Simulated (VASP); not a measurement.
Wanted: the native input for a VASP 6.6.1 run.

```
Task                   : single point
Functional             : LDA
Potentials or basis    : VASP PAW LDA potentials, release 64 (Si, C)
Cutoff                 : 520 eV
k mesh                 : 12 × 12 × 6
Occupations            : gaussian, width 0.05 eV
Spin                   : no spin polarisation
Dipole correction      : no
Further INCAR settings : ALGO = Normal; EDIFF = 1e-06; NBANDS = 16
```

The structure of SiC lies in POSCAR:

```
SiC
1.0
    3.0294870667      0.0000000000      0.0000000000
   -1.5147435334      2.6236127602      0.0000000000
    0.0000000000      0.0000000000      5.1049886560
Si C
2 2
Direct
    0.3333333333      0.6666666667      0.0046041256
    0.6666666667      0.3333333333      0.5046041256
    0.3333333333      0.6666666667      0.4102991467
    0.6666666667      0.3333333333      0.9102991467
```

This cell differs from its parent crystal: c/a of the conventional cell at fixed volume 1.6851.

One way to write it, as run:

INCAR

```
  ALGO = Normal
  EDIFF = 1E-6
  ENCUT = 520
  ISIF = 2
  ISMEAR = 0
  LASPH = True
  LCHARG = True
  LELF = True
  LREAL = False
  LVHAR = True
  LWAVE = False
  NBANDS = 16
  NELM = 100
  PREC = Accurate
  SIGMA = 0.05
```

KPOINTS

```
k-points
0
Gamma
  12 12 6
```

Potentials or basis: VASP PAW LDA potentials, release 64 (Si, C).

Run with:

```sh
$ cat potpaw_LDA.64/Si/POTCAR potpaw_LDA.64/C/POTCAR > POTCAR
$ mpirun -np 1 vasp_std > vasp.out
```

Results of the run:

```json
{
 "Pressure": "4.6 GPa",
 "Largest force": "1.992 eV/Å",
 "Band gap on the k mesh": "2.15 eV, indirect (least direct gap 4.44 eV)"
}
```

Caveat: forces of over 1 eV/Å act on the atoms, so gaps and moduli don't describe the material at rest.

It took 26 s on 1 thread of Intel(R) Xeon(R) Platinum 8259CL CPU @ 2.50GHz (Skylake/Cascade Lake), on a shared host, peak memory 0.16 GiB.
